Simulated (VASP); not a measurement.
# SrTe (Fm-3m) in VASP: single point with r2SCAN

Aim: the single point of SrTe with r2SCAN.

All numbers are computed with VASP 6.6.1; they aren't measurements. Logs are shortened: lines on timing, memory, paths and dates and some standing lists are left out, and cuts for length are marked.

### 1 The cell of the first run

It takes space group Fm-3m (No. 225, cubic). Conventional cell: a = 6.794 Å, b = 6.794 Å, c = 6.794 Å, α = 90.00°, β = 90.00°, γ = 90.00°. Within 4.5 Å of Sr (site symmetry m-3m) lie 6 Te at 3.40 Å. Within 4.5 Å of Te (site symmetry m-3m) lie 6 Sr at 3.40 Å.

### 2 Single point, r2SCAN (volume scaled by 1.04)

The input, POSCAR:

```
SrTe
1.0
    0.0000000000      3.3972093454      3.3972093454
    3.3972093454      0.0000000000      3.3972093454
    3.3972093454      3.3972093454      0.0000000000
Sr Te
1 1
Direct
    0.5000000000      0.5000000000      0.5000000000
    0.0000000000      0.0000000000      0.0000000000
```

The input, INCAR.step1:

```
SYSTEM = SrTe
ALGO     = Normal         ! electronic algorithm
EDIFF    = 1E-5           ! SCF threshold, eV
ENCUT    = 550            ! plane-wave cutoff, eV
GGA      = PE             ! functional
GGA_COMPAT= .False.      
ISMEAR   = 0              ! smearing method
LASPH    = .True.         ! aspherical terms in the spheres
LCHARG   = .False.        ! write CHGCAR
LREAL    = .False.        ! projectors in reciprocal space
LWAVE    = .True.         ! write WAVECAR
NBANDS   = 15             ! bands
NELM     = 120            ! most SCF steps
PREC     = Accurate       ! precision mode
SIGMA    = 0.05           ! smearing width, eV
```

The input, INCAR.step2:

```
SYSTEM = SrTe
ALGO     = Normal         ! electronic algorithm
EDIFF    = 1E-6           ! SCF threshold, eV
ENCUT    = 550            ! plane-wave cutoff, eV
GGA_COMPAT= .False.      
ISIF     = 2              ! what is computed and relaxed
ISMEAR   = 0              ! smearing method
ISTART   = 1            
LASPH    = .True.         ! aspherical terms in the spheres
LCHARG   = .False.        ! write CHGCAR
LMIXTAU  = .True.       
LREAL    = .False.        ! projectors in reciprocal space
LWAVE    = .False.        ! write WAVECAR
METAGGA  = R2SCAN         ! meta-GGA
NBANDS   = 15             ! bands
NELM     = 120            ! most SCF steps
PREC     = Accurate       ! precision mode
SIGMA    = 0.05           ! smearing width, eV
```

The input, KPOINTS:

```
k-points
0
Gamma
  6 6 6
  0 0 0
```

Potentials or basis: VASP PAW PBE potentials, release 64 (Sr_sv, Te).

Run with:

```sh
$ cat potpaw_PBE.64/Sr_sv/POTCAR potpaw_PBE.64/Te/POTCAR > POTCAR
$ cp INCAR.step1 INCAR
$ mpirun -np 1 vasp_std > vasp.out
$ cp INCAR.step2 INCAR
$ mpirun -np 1 vasp_std > vasp.out
```

OUTCAR:

```text
SYSTEM = SrTe
   EDIFF = 1E-6
   ENCUT = 550
   ISIF = 2
   ISMEAR = 0
   ISTART = 1
   LASPH = .True.
   LREAL = .False.
   METAGGA = R2SCAN
   NELM = 120
   PREC = Accurate

 ion  position               nearest neighbor table
   1  0.500  0.500  0.500-   2 3.40   2 3.40   2 3.40   2 3.40   2 3.40   2 3.40
   2  0.000  0.000  0.000-   1 3.40   1 3.40   1 3.40   1 3.40   1 3.40   1 3.40

  LATTYP: Found a face centered cubic cell.
 ALAT       =     6.7944186908

  Lattice vectors:

 A1 = (   0.0000000000,   3.3972093454,   3.3972093454)
 A2 = (   3.3972093454,   0.0000000000,   3.3972093454)
 A3 = (   3.3972093454,   3.3972093454,   0.0000000000)

Analysis of symmetry for initial positions (statically):
=====================================================================
 Subroutine PRICEL returns:
 Original cell was already a primitive cell.

 Routine SETGRP: Setting up the symmetry group for a
 face centered cubic supercell.

 Subroutine GETGRP returns: Found 48 space group operations
 (whereof 48 operations were pure point group operations)
 out of a pool of 48 trial point group operations.

The static configuration has the point symmetry O_h .

Analysis of symmetry for dynamics (positions and initial velocities):
=====================================================================
 Subroutine PRICEL returns:
 Original cell was already a primitive cell.

 Routine SETGRP: Setting up the symmetry group for a
 face centered cubic supercell.

 Subroutine GETGRP returns: Found 48 space group operations
 (whereof 48 operations were pure point group operations)
 out of a pool of 48 trial point group operations.

The dynamic configuration has the point symmetry O_h .

 Subroutine INISYM returns: Found 48 space group operations
 (whereof 48 operations are pure point group operations),
 and found     1 'primitive' translations

----------------------------------------------------------------------------------------

                                     Primitive cell

  volume of cell :      78.4146

  direct lattice vectors                    reciprocal lattice vectors
     0.000000000  3.397209345  3.397209345    -0.147179626  0.147179626  0.147179626
     3.397209345  0.000000000  3.397209345     0.147179626 -0.147179626  0.147179626
     3.397209345  3.397209345  0.000000000     0.147179626  0.147179626 -0.147179626

  length of vectors
     4.804379530  4.804379530  4.804379530     0.254922590  0.254922590  0.254922590

  position of ions in fractional coordinates (direct lattice)
[... 82 lines left out ...]
   NUPDOWN=      -1.0000    fix difference up-down
   EMIN   =  10.00;   EMAX   =-10.00  energy-range for DOS
   EFERMI =   0.00;   METHOD = LEGACY
   ISMEAR =     0;   SIGMA  =   0.05  broadening in eV -4-tet -1-fermi 0-gaus
   EFERMI_NEDOS =   21; number of points for ismear=-14 and -15
   IALGO  =     38    algorithm
   IMIX   =      4    mixing-type and parameters
     AMIX     =   0.40;   BMIX     =  1.00
     AMIX_MAG =   1.60;   BMIX_MAG =  1.00
  volume/ion in A,a.u.               =      39.21       264.58
  Fermi-wavevector in a.u.,A,eV,Ry     =   0.963790  1.821299 12.638337  0.928892
  Thomas-Fermi vector in A             =   2.093366
   LORBIT       =      0    0 simple, 1 ext, 2 COOP (PROOUT), +10 PAW based schemes
   METAGGA = R2SCAN    functional components
   LHFCALC =     F    Hartree Fock is set to
   AEXX    =    0.0000 exact exchange contribution
   IVDW    =     0    specifies the selected vdW correction
   LEPSILON=     F    determine dielectric tensor
   LRPA    =     F    only Hartree local field effects (RPA)
 non-spin polarized calculation
 Gauss-broadening in eV      SIGMA  =   0.05
  energy-cutoff  :      550.00
  volume of cell :       78.41
 maximum number of plane-waves:      2332
 NGX is ok and might be reduce to    40
   NGX = 19   NGY = 19   NGZ = 19

 number of electron      16.0000000 magnetization

 Free energy of the ion-electron system (eV)
  ---------------------------------------------------
  ext. energy  EPLUGINS =         0.00000000
  ---------------------------------------------------
  free energy    TOTEN  =       -44.58646791 eV

  energy without entropy =      -44.58646791  energy(sigma->0) =      -44.58646791

 E-fermi :   2.5512     XC(G=0):  -8.6386

 val. band max:        2.2167374071   @ k =   0.0000   0.0000   0.0000
 cond. band min:       4.4532685594   @ k =   0.5000   0.5000   0.0000
 fundamental gap:      2.2365311524
 Fermi energy:         2.5512453285

 k-point     1 :       0.0000    0.0000    0.0000
  band No.  band energies     occupation
      1     -33.8399      2.00000
      2     -15.1916      2.00000
      3     -15.1916      2.00000
      4     -15.1916      2.00000
      5      -7.8712      2.00000
      6       2.2167      2.00000
      7       2.2167      2.00000
      8       2.2167      2.00000
      9       5.5486      0.00000
     10       5.9871      0.00000
     11       5.9871      0.00000
     12       5.9871      0.00000
     13       6.6224      0.00000
     14       6.6224      0.00000
[... 257 lines left out ...]
      2     -15.2460      2.00000
      3     -15.2271      2.00000
      4     -15.2221      2.00000
      5      -7.3886      2.00000
      6       0.5011      2.00000
      7       0.9806      2.00000
      8       1.0363      2.00000
      9       5.5589      0.00000
     10       7.0901      0.00000
     11       7.6778      0.00000
     12       8.3226      0.00000
     13       8.7705      0.00000
     14       9.0373      0.00000
     15      11.0927      0.00000

------------------------ aborting loop because EDIFF is reached ----------------------------------------

  FORCE on cell =-STRESS in cart. coord.  units (eV):
  Direction    XX          YY          ZZ          XY          YZ          ZX
  --------------------------------------------------------------------------------------
  -------------------------------------------------------------------------------------
  Total       -0.5788961     -0.5788961     -0.5788961      0.0000000     -0.0000000      0.0000000
  in kB      -11.8280798    -11.8280798    -11.8280798      0.0000000     -0.0000000      0.0000000
  external PRESSURE =     -11.8280798 kB  Pullay stress =       0.0000000 kB

 VOLUME and BASIS-vectors are now :
 -----------------------------------------------------------------------------
  energy-cutoff  :      550.00
  volume of cell :       78.41
      direct lattice vectors                 reciprocal lattice vectors
     0.000000000  3.397209345  3.397209345    -0.147179626  0.147179626  0.147179626
     3.397209345  0.000000000  3.397209345     0.147179626 -0.147179626  0.147179626
     3.397209345  3.397209345  0.000000000     0.147179626  0.147179626 -0.147179626

 POSITION                                       TOTAL-FORCE (eV/Angst)
 -----------------------------------------------------------------------------------
      3.39721      3.39721      3.39721         0.000000      0.000000      0.000000
      0.00000      0.00000      0.00000        -0.000000      0.000000      0.000000
 -----------------------------------------------------------------------------------
    total drift:                                0.000000     -0.000000      0.000000

  FREE ENERGIE OF THE ION-ELECTRON SYSTEM (eV)
  ---------------------------------------------------
  free  energy   TOTEN  =       -44.5864679113 eV

  energy  without entropy=      -44.5864679113  energy(sigma->0) =      -44.58646791
```

OSZICAR.step1:

```text
N       E                     dE             d eps       ncg     rms          rms(c)
DAV:   1     0.704765841032E+02    0.70477E+02   -0.67558E+03   480   0.909E+02
DAV:   2    -0.301709675856E+01   -0.73494E+02   -0.68564E+02   627   0.190E+02
DAV:   3    -0.825083582142E+01   -0.52337E+01   -0.52049E+01   916   0.411E+01
DAV:   4    -0.836332101319E+01   -0.11249E+00   -0.11246E+00   552   0.522E+00
DAV:   5    -0.836618791893E+01   -0.28669E-02   -0.28669E-02   802   0.728E-01    0.134E+01
DAV:   6    -0.825564008628E+01    0.11055E+00   -0.14860E-01   557   0.216E+00    0.798E+00
DAV:   7    -0.826022360529E+01   -0.45835E-02   -0.17946E-01   607   0.260E+00    0.118E+00
DAV:   8    -0.826072192472E+01   -0.49832E-03   -0.23996E-02   501   0.746E-01    0.402E-01
DAV:   9    -0.826081634066E+01   -0.94416E-04   -0.98789E-04   614   0.226E-01    0.215E-01
DAV:  10    -0.826109223810E+01   -0.27590E-03   -0.21404E-04   529   0.843E-02    0.362E-02
DAV:  11    -0.826111163981E+01   -0.19402E-04   -0.19340E-05   599   0.227E-02    0.495E-02
DAV:  12    -0.826111400540E+01   -0.23656E-05   -0.10607E-05   410   0.157E-02
   1 F= -.82611140E+01 E0= -.82611140E+01  d E =-.282499E-11
```

It took 75 s on 1 thread of Intel Xeon Platinum 8375C at 2.90GHz (Ice Lake), shared host; peak memory 0.26 GiB.

What came out:

| Quantity | Value |
| --- | --- |
| Free energy | -44.5865 eV |
| Pressure | -1.2 GPa |
| Band gap on the k mesh | 2.24 eV, indirect (least direct gap 2.95 eV) |

Caveat: the PAW data sets were made with another functional, which shifts forces and pressure a little; spin-orbit coupling is left out, which moves the levels of the heavy elements.
